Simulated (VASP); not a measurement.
Input of a VASP 6.6.1 run:

Contents of INCAR:

```
SYSTEM = B3I
PREC = Accurate
ENCUT = 600
EDIFF = 1E-7
ISMEAR = 0
SIGMA = 0.1
LREAL = .FALSE.
LASPH = .TRUE.
NELM = 100
ALGO = Normal
ISIF = 3
LWAVE = .FALSE.
LCHARG = .FALSE.
GGA = PE
IBRION = 2
NSW = 90
EDIFFG = -0.04
```

File KPOINTS:

```
regular mesh
0
G
  6 6 6
  0 0 0
```

The input POSCAR:

```
B3I
1.0
   -1.9092709712      1.9092709712      4.2648650266
    1.9092709712     -1.9092709712      4.2648650266
    1.9092709712      1.9092709712     -4.2648650266
B I
3 1
Direct
    0.5000000000      0.5000000000      0.0000000000
    0.2500000000      0.7500000000      0.5000000000
    0.7500000000      0.2500000000      0.5000000000
    0.0000000000      0.0000000000      0.0000000000
```

Potentials or basis: VASP PAW PBE potentials, release 64 (B, I).

Launch:

```sh
$ cat potpaw_PBE.64/B/POTCAR potpaw_PBE.64/I/POTCAR > POTCAR
$ mpirun -np 1 vasp_std > vasp.out
```

Task: Predict the relaxed cell.

Result: a = 6.280 Å, b = 6.280 Å, c = 6.280 Å, α = 150.91°, β = 150.91°, γ = 41.61°.

Task: What does it give for the band gap on the k mesh?

Result: Zero (band 8 reaches 7.85 eV, above the bottom of band 9 at 4.28 eV).

Final structure:
```xyz
4
Lattice="-1.5774 1.5774 5.8704 1.5774 -1.5774 5.8704 1.5774 1.5774 -5.8704" Properties=species:S:1:pos:R:3 pbc="T T T"
B     0.0000    0.0000    5.8704
B     1.5774    0.0000    2.9352
B     0.0000    1.5774    2.9352
I     0.0000    0.0000    0.0000
```

Caveat: the k points lie up to 0.47 Å⁻¹ apart in the final cell; spin-orbit coupling is left out, which moves the levels of the heavy elements.
